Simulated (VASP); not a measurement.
NaGeF3:

```
Na Ge F
1.0
     4.43460    0.00000    0.00000
     0.00000    4.43460    0.00000
     0.00000    0.00000    4.30213
Na Ge F
1 1 3
Direct
  0.00000 0.00000 0.00000
  0.50000 0.50000 0.50000
  0.50000 0.50000 0.00000
  0.50000 0.00000 0.50000
  0.00000 0.50000 0.50000
```

This cell differs from its parent crystal: epitaxial xy strain +2.0%.

Base run:

| Property | Result |
| --- | --- |
| Program | VASP 6.6.1 |
| Functional | PBE |
| Potentials or basis | VASP PAW PBE potentials, release 64 (Na_pv, Ge_d, F) |
| Cutoff | 520 eV |
| k mesh | 6 × 6 × 6 |
| Occupations | fermi-dirac, width 0.02 eV |
| Spin | no spin polarisation |

Its results: band gap on the k mesh 1.51 eV, indirect (least direct gap 1.92 eV); pressure 0.4 GPa.

Question: The run is repeated on the same cell with these changes: functional from PBE to r2SCAN; occupations from fermi-dirac, width 0.02 eV to gaussian, width 0.01 eV. What comes out?

Answer: Band gap on the k mesh 1.92 eV, indirect (least direct gap 2.17 eV); pressure -1.6 GPa.

Caveats: the PAW data sets were made with another functional, which shifts forces and pressure a little (some runs).

A k mesh can miss the band edges.
